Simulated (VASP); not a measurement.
# Al (P6_3/mmc) in VASP: further runs, part 2 of 2

VASP 6.6.1.

### 3 Single point, PBEsol+D3(BJ) (volume 14.675 Å^3 an atom, c/a of the conventional cell 3.4162)

The input, INCAR:

```
PREC     = Accurate       # precision mode
ENCUT    = 520            # plane-wave cutoff, eV
EDIFF    = 1E-6           # SCF threshold, eV
ISMEAR   = 0              # smearing method
SIGMA    = 0.15           # smearing width, eV
LREAL    = F              # projectors in reciprocal space
LASPH    = T              # aspherical terms in the spheres
NELM     = 80             # most SCF steps
ALGO     = Fast           # electronic algorithm
ISIF     = 2              # what is computed and relaxed
LWAVE    = F              # write WAVECAR
LCHARG   = T              # write CHGCAR
GGA      = PS             # functional
IVDW     = 12             # dispersion correction
LELF     = T              # ELF
LVHAR    = T            
NBANDS   = 14             # bands
```

The input, KPOINTS:

```
Automatic mesh
0
Gamma
  18 18 6
```

The input, POSCAR:

```
Al
1.0
    2.7072065600      0.0000000000      0.0000000000
   -1.3536032800      2.3445096543      0.0000000000
    0.0000000000      0.0000000000      9.2483590504
Al
4
Direct
    0.0000000000      0.0000000000      0.0000000000
    0.3333333333      0.6666666667      0.2500000000
    0.0000000000      0.0000000000      0.5000000000
    0.6666666667      0.3333333333      0.7500000000
```

Potentials or basis: VASP PAW PBE potentials, release 64 (Al).

Started as:

```console
$ cat potpaw_PBE.64/Al/POTCAR > POTCAR
$ mpirun -np 1 vasp_std > vasp.out
```

Wall time 68 s (1 thread of Intel Xeon Platinum 8488C (Sapphire Rapids), shared host); peak memory 0.23 GiB.

It converged, with:

```
Free energy                : -17.5393 eV
Pressure                   : 6.8 GPa
Band gap on the k mesh     : zero (band 6 reaches 12.73 eV, above the bottom of band 7 at 7.74 eV)
Dispersion energy per atom : -0.358 eV
```

Stress tensor (GPa, compression positive):
```
8.56 0.00 0.00
0.00 8.56 0.00
0.00 0.00 3.20
```

Levels at points of the mesh, in eV from the Fermi level:
| k point | band 4 | band 5 | band 6 | band 7 | band 8 | band 9 |
| --- | --- | --- | --- | --- | --- | --- |
| (0.00, 0.00, 0.00) | -5.30 | -5.09 | 2.82 | 2.83 | 12.12 | 12.27 |
| (0.50, 0.00, 0.00) | -4.14 | -3.32 | -3.29 | 0.78 | 1.13 | 1.19 |
| (0.00, 0.00, 0.50) | -8.11 | -1.53 | -1.53 | 7.78 | 7.78 | 12.49 |
| (0.50, 0.00, 0.50) | -4.93 | -1.98 | -1.98 | -1.27 | -1.27 | 4.53 |

Caveat: the PAW data sets were made with another functional, which shifts forces and pressure a little; pairwise dispersion overbinds metals, which lowers pressure and volume.

### 4 Single point, PBEsol+D3(BJ) (volume 14.675 Å^3 an atom, c/a of the conventional cell 3.2820)

The input, INCAR:

```
PREC = Accurate
ENCUT = 520
EDIFF = 1E-7
ISMEAR = 0
SIGMA = 0.15
LREAL = F
LASPH = T
NELM = 80
ALGO = Normal
ISIF = 2
LWAVE = F
LCHARG = F
GGA = PS
IVDW = 12
NBANDS = 14
```

KPOINTS is that of step 3.

The input, POSCAR:

```
Al
1.0
    2.7436275675      0.0000000000      0.0000000000
   -1.3718137837      2.3760511720      0.0000000000
    0.0000000000      0.0000000000      9.0044492292
Al
4
Direct
    0.0000000000      0.0000000000      0.0000000000
    0.3333333333      0.6666666667      0.2500000000
    0.0000000000      0.0000000000      0.5000000000
    0.6666666667      0.3333333333      0.7500000000
```

Started as:

```console
$ cat potpaw_PBE.64/Al/POTCAR > POTCAR
$ mpirun -np 1 vasp_std > vasp.out
```

Run time: 62 s. Hardware: 1 thread of Intel Xeon Platinum 8488C (Sapphire Rapids), shared host; peak memory 0.23 GiB.

The run converged. Its results:

```yaml
Free_energy: -17.5695 eV
Pressure: 6.5 GPa
Band_gap_on_the_k_mesh: zero (band 6 reaches 13.29 eV, above the bottom of band 7 at 7.60 eV)
Dispersion_energy_per_atom: -0.358 eV
```

Stress tensor (GPa, compression positive):
```
6.51 0.00 0.00
0.00 6.51 0.00
0.00 0.00 6.39
```

Levels at points of the mesh, in eV from the Fermi level:
```
           k point  band 3  band 4  band 5  band 6  band 7  band 8  band 9  band 10
(0.00, 0.00, 0.00)  -10.13   -5.08   -4.59    3.59    3.61   11.67   11.67    11.70
(0.50, 0.00, 0.00)   -4.22   -4.21   -3.41   -3.40    0.80    1.18    1.53     1.88
(0.00, 0.00, 0.50)   -7.91   -7.91   -0.97   -0.97    8.75    8.75   11.95    11.95
(0.50, 0.00, 0.50)   -5.09   -5.09   -1.96   -1.96   -1.25   -1.25    4.85     4.85
```

Caveat: the PAW data sets were made with another functional, which shifts forces and pressure a little; pairwise dispersion overbinds metals, which lowers pressure and volume.

### 5 Single point, PBEsol+D3(BJ) (volume 14.675 Å^3 an atom, c/a of the conventional cell 3.0291)

The input, INCAR:

```
SYSTEM = Al
  ALGO = Normal
  EDIFF = 1E-6
  ENCUT = 520
  GGA = PS
  ISIF = 2
  ISMEAR = 0
  IVDW = 12
  LASPH = .TRUE.
  LCHARG = .TRUE.
  LELF = .TRUE.
  LREAL = .FALSE.
  LVHAR = .TRUE.
  LWAVE = .FALSE.
  NBANDS = 14
  NELM = 100
  PREC = Accurate
  SIGMA = 0.15
```

The input, KPOINTS:

```
k-points
0
G
  18 18 6
  0 0 0
```

The input, POSCAR:

```
Al
1.0
    2.8179370437      0.0000000000      0.0000000000
   -1.4089685218      2.4404050661      0.0000000000
    0.0000000000      0.0000000000      8.5358130991
Al
4
Direct
    0.0000000000      0.0000000000      0.0000000000
    0.3333333333      0.6666666667      0.2500000000
    0.0000000000      0.0000000000      0.5000000000
    0.6666666667      0.3333333333      0.7500000000
```

Started as:

```console
$ cat potpaw_PBE.64/Al/POTCAR > POTCAR
$ mpirun -np 1 vasp_std > vasp.out
```

Wall time 46 s (1 thread of Intel Xeon Platinum 8488C (Sapphire Rapids), shared host); peak memory 0.24 GiB.

The run converged. Its results:

```
Free energy                : -17.4746 eV
Pressure                   : 7.3 GPa
Band gap on the k mesh     : zero (band 6 reaches 14.52 eV, above the bottom of band 7 at 7.36 eV)
Dispersion energy per atom : -0.358 eV
```

Stress tensor (GPa, compression positive):
```
 4.15  0.00  0.00
 0.00  4.15  0.00
 0.00  0.00 13.57
```

Levels at points of the mesh, in eV from the Fermi level:
| k point | band 3 | band 4 | band 5 | band 6 | band 7 | band 8 | band 9 | band 10 |
| --- | --- | --- | --- | --- | --- | --- | --- | --- |
| (0.00, 0.00, 0.00) | -9.95 | -4.56 | -3.56 | 5.22 | 5.25 | 10.35 | 10.35 | 10.53 |
| (0.50, 0.00, 0.00) | -4.38 | -4.30 | -3.63 | -3.53 | 0.93 | 1.35 | 2.27 | 2.43 |
| (0.00, 0.00, 0.50) | -7.49 | -7.49 | 0.23 | 0.23 | 10.69 | 10.69 | 10.72 | 10.72 |
| (0.50, 0.00, 0.50) | -5.39 | -5.39 | -1.91 | -1.91 | -1.17 | -1.17 | 5.20 | 5.20 |

Caveat: the PAW data sets were made with another functional, which shifts forces and pressure a little; pairwise dispersion overbinds metals, which lowers pressure and volume.

### 6 Single point, PBEsol+D3(BJ) (volume 14.675 Å^3 an atom, c/a of the conventional cell 3.1530)

The input, INCAR:

```
SYSTEM = Al
  PREC = Accurate
  ENCUT = 520
  EDIFF = 1E-7
  ISMEAR = 0
  SIGMA = 0.15
  LREAL = .False.
  LASPH = .True.
  NELM = 100
  ALGO = Fast
  ISIF = 2
  LWAVE = .False.
  LCHARG = .True.
  GGA = PS
  IVDW = 12
  LELF = .True.
  LVHAR = .True.
  NBANDS = 14
```

The input, KPOINTS:

```
Automatic mesh
0
Gamma
  18 18 6
  0 0 0
```

The input, POSCAR:

```
Al
1.0
    2.7805315863      0.0000000000      0.0000000000
   -1.3902657931      2.4080109897      0.0000000000
    0.0000000000      0.0000000000      8.7670160915
Al
4
Direct
    0.0000000000      0.0000000000      0.0000000000
    0.3333333333      0.6666666667      0.2500000000
    0.0000000000      0.0000000000      0.5000000000
    0.6666666667      0.3333333333      0.7500000000
```

Potentials or basis: VASP PAW PBE potentials, release 64 (Al).

Started as:

```console
$ cat potpaw_PBE.64/Al/POTCAR > POTCAR
$ mpirun -np 1 vasp_std > vasp.out
```

Wall time 72 s (1 thread of Intel Xeon Platinum 8488C (Sapphire Rapids), shared host); peak memory 0.25 GiB.

Results (log left out):

```
Free energy                : -17.5443 eV
Pressure                   : 6.6 GPa
Band gap on the k mesh     : zero (band 6 reaches 13.84 eV, above the bottom of band 7 at 7.47 eV)
Dispersion energy per atom : -0.358 eV
```

Stress tensor (GPa, compression positive):
```
4.95 0.00 0.00
0.00 4.95 0.00
0.00 0.00 9.99
```

Levels at points of the mesh, in eV from the Fermi level:
| k point | band 2 | band 3 | band 4 | band 5 | band 6 | band 7 | band 8 | band 9 | band 10 | band 11 |
| --- | --- | --- | --- | --- | --- | --- | --- | --- | --- | --- |
| (0.00, 0.00, 0.00) | -10.04 | -10.04 | -4.83 | -4.07 | 4.39 | 4.41 | 11.01 | 11.01 | 11.12 | 11.12 |
| (0.50, 0.00, 0.00) | -5.71 | -4.30 | -4.26 | -3.52 | -3.47 | 0.85 | 1.25 | 1.89 | 2.16 | 5.72 |
| (0.00, 0.00, 0.50) | -11.47 | -7.70 | -7.70 | -0.38 | -0.38 | 9.74 | 9.74 | 11.36 | 11.36 | 11.36 |
| (0.50, 0.00, 0.50) | -5.34 | -5.25 | -5.25 | -1.94 | -1.94 | -1.22 | -1.22 | 5.05 | 5.05 | 5.39 |

Caveat: the PAW data sets were made with another functional, which shifts forces and pressure a little; pairwise dispersion overbinds metals, which lowers pressure and volume.

### 7 The runs side by side

```tsv
cell	gap on the mesh (eV)	pressure (GPa)
a = 2.838, b = 2.838, c = 9.313 Å, angles 90.0, 90.0, 120.0°, 4 atoms	none	-3.2
a = 2.707, b = 2.707, c = 9.248 Å, angles 90.0, 90.0, 120.0°, 4 atoms	none	6.8
a = 2.744, b = 2.744, c = 9.004 Å, angles 90.0, 90.0, 120.0°, 4 atoms	none	6.5
a = 2.818, b = 2.818, c = 8.536 Å, angles 90.0, 90.0, 120.0°, 4 atoms	none	7.3
a = 2.781, b = 2.781, c = 8.767 Å, angles 90.0, 90.0, 120.0°, 4 atoms	none	6.6
```

Alike in all rows: task single point; level PBEsol+D3(BJ); potentials or basis VASP PAW PBE potentials, release 64 (Al); no spin polarisation; k mesh 18 × 18 × 6; cutoff (eV) 520; smearing gaussian 0.15 eV.

Caveats: the PAW data sets were made with another functional, which shifts forces and pressure a little; pairwise dispersion overbinds metals, which lowers pressure and volume.

Total energies depend on the potentials used, so only differences within one code and one set of settings carry meaning.
